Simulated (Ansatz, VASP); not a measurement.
## HfB2: VASP beside Ansatz

```
Hf B
1.0
     3.14534    0.00000    0.00000
    -1.57267    2.72395    0.00000
     0.00000    0.00000    3.48695
Hf B
1 2
Direct
  0.00000 0.00000 0.00000
  0.33333 0.66667 0.50000
  0.66667 0.33333 0.50000
```

Alike in both runs: functional PBE; k mesh 12 × 12 × 10; occupations gaussian, width 0.05 eV; no spin polarisation.

Ansatz relaxed the structure, and its values are those at the end. VASP's run is a single point on that final structure, the one shown.

```csv
,VASP,Ansatz
version,VASP 6.6.1,Ansatz 0.2.0
potentials or method,"VASP PAW PBE potentials, release 64 (Hf_pv, B), cutoff 520 eV","scalar-relativistic, plane waves, PAW"
valence electrons in the cell,16,32
```

Ansatz gave:

```
gap on the k mesh at the Fermi level (eV) : none
pressure (GPa)                            : 0.0
```

Problem. Estimate VASP's values.

Solution. gap on the k mesh at the Fermi level (eV): none; pressure (GPa): -0.4.

A gap of «none» marks a metal or a gap that the smearing closes. VASP's potentials hold 16 valence electrons a cell and Ansatz's 32, so a difference there can come from the potentials and not from the codes.

Spin-orbit coupling is off throughout.
